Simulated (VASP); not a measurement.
Input of a VASP 6.6.1 run:

The input INCAR:

```
SYSTEM = Nb
PREC = Accurate
ENCUT = 520
EDIFF = 1E-7
ISMEAR = -1
SIGMA = 0.1
LREAL = .FALSE.
LASPH = .TRUE.
NELM = 100
ALGO = Normal
ISIF = 2
LWAVE = .FALSE.
LCHARG = .FALSE.
GGA = RP
NBANDS = 20
```

The input KPOINTS:

```
Automatic mesh
0
G
  10 10 10
  0 0 0
```

POSCAR

```
Nb
1.0
    0.0000000000      2.9026874442      2.9026874442
    2.9026874442      0.0000000000      2.9026874442
    2.9026874442      2.9026874442      0.0000000000
Nb
2
Direct
    0.1250000000      0.1250000000      0.1250000000
    0.8750000000      0.8750000000      0.8750000000
```

Potentials or basis: VASP PAW PBE potentials, release 64 (Nb_sv).

Run with:

```console
$ cat potpaw_PBE.64/Nb_sv/POTCAR > POTCAR
$ mpirun -np 1 vasp_std > vasp.out
```

Estimate the pressure.

6.0 GPa.

Predict the band gap on the k mesh.

zero (band 13 reaches 7.99 eV, above the bottom of band 14 at 6.52 eV).

Caveat: the PAW data sets were made with another functional, which shifts forces and pressure a little.
